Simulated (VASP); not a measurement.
Sc, 1 atom in the cell. Symmetry: Fm-3m, No. 225, cubic system. Conventional cell: a = 4.640 Å, b = 4.640 Å, c = 4.640 Å, α = 90.00°, β = 90.00°, γ = 90.00°. Sc (site symmetry m-3m) has 12 Sc at 3.28 Å within 4.3 Å. This isn't the form of Sc at room conditions, which is hcp.

| Property | Result |
| --- | --- |
| Program | VASP 6.6.1 |
| Task | relaxation of cell and atoms |
| Functional | PBEsol |
| Potentials or basis | VASP PAW PBE potentials, release 64 (Sc_sv) |
| Cutoff | 500 eV |
| k mesh | 17 × 17 × 17 |
| Occupations | fermi-dirac, width 0.1 eV |
| Spin | no spin polarisation |
| Dipole correction | no |
| Further INCAR settings | ALGO = Normal; EDIFF = 1e-07; IBRION = 2; EDIFFG = -0.03; NSW = 80; ISIF = 3 |

Potentials or basis: VASP PAW PBE potentials, release 64 (Sc_sv).

Run with:

```sh
$ cat potpaw_PBE.64/Sc_sv/POTCAR > POTCAR
$ mpirun -np 1 vasp_std > vasp.out
```

Hardware: 1 thread of AMD EPYC 9R14 (Zen 4), with other jobs on the host.

Question: Estimate the wall time of this run.

Answer: Run time: 42 s on 1 thread of AMD EPYC 9R14 (Zen 4), with other jobs on the host, peak memory 0.14 GiB. Counts: scf iterations 24, k points 165, ion steps 3.
